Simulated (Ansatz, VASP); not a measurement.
## Au: VASP beside Ansatz

POSCAR

```
Au
1.0
   -1.7195723815      1.7195723815      1.5558035833
    1.7195723815     -1.7195723815      1.5558035833
    1.7195723815      1.7195723815     -1.5558035833
Au
1
Direct
    0.0000000000      0.0000000000      0.0000000000
```

Contents of INCAR.step1:

```
SYSTEM = Au
  ALGO = Normal
  EDIFF = 1E-4
  ENCUT = 520
  GGA = PE
  ISMEAR = 0
  LASPH = .True.
  LCHARG = .False.
  LREAL = .False.
  LWAVE = .True.
  NBANDS = 12
  NELM = 100
  PREC = Accurate
  SIGMA = 0.15
```

File INCAR.step2:

```
SYSTEM = Au
  ALGO = Normal
  EDIFF = 1E-7
  ENCUT = 520
  ISIF = 2
  ISMEAR = 0
  ISTART = 1
  LASPH = .True.
  LCHARG = .False.
  LMIXTAU = .True.
  LREAL = .False.
  LWAVE = .False.
  METAGGA = R2SCAN
  NBANDS = 12
  NELM = 100
  PREC = Accurate
  SIGMA = 0.15
```

File KPOINTS:

```
k-points
0
Gamma
  26 26 26
  0 0 0
```

Input for Ansatz:

```yaml
crystal:
  lattice:
    - [-1.7195723815, 1.7195723815, 1.5558035833]
    - [1.7195723815, -1.7195723815, 1.5558035833]
    - [1.7195723815, 1.7195723815, -1.5558035833]
  atoms:
    - { symbol: Au, position: [0.0, 0.0, 0.0] }
basis:
  ecutwfc: 500
kpoints:
  mp_grid: { grid: [26, 26, 26] }
hamiltonian:
  xc: r2scan
scf:
  occupations: { method: gaussian, width: 0.15 }
output:
  forces: true
  stress: true
  eigenvalues: true
  write_density: true
  write_potential: true
  elf: true
  volumetric_format: npy
```

Change from the starting cell: strain +0.050 along x and y, -0.050 along z, atoms carried along.

Alike in both runs: task single point; functional r2SCAN; k mesh 26 × 26 × 26; occupations gaussian, width 0.15 eV; no spin polarisation.

|  | VASP | Ansatz |
| --- | --- | --- |
| version | VASP 6.6.1 | Ansatz 0.2.0 |
| potentials or method | VASP PAW PBE potentials, release 64 (Au), cutoff 520 eV | scalar-relativistic, plane waves, PAW |
| valence electrons in the cell | 11 | 19 |

|  | VASP | Ansatz | Ansatz less VASP |
| --- | --- | --- | --- |
| gap on the k mesh at the Fermi level (eV) | none | none | - |
| pressure (GPa) | -5.6 | -5.8 | -0.20 |
| traceless stress, the component that is largest in VASP (GPa) | -0.62 | -0.61 | +0.014 |

VASP's potentials were made for PBE, not for r2SCAN. A gap of «none» marks a metal or a gap that the smearing closes. VASP's potentials hold 11 valence electrons a cell and Ansatz's 19, so a difference there can come from the potentials and not from the codes.

Spin-orbit coupling is off throughout.
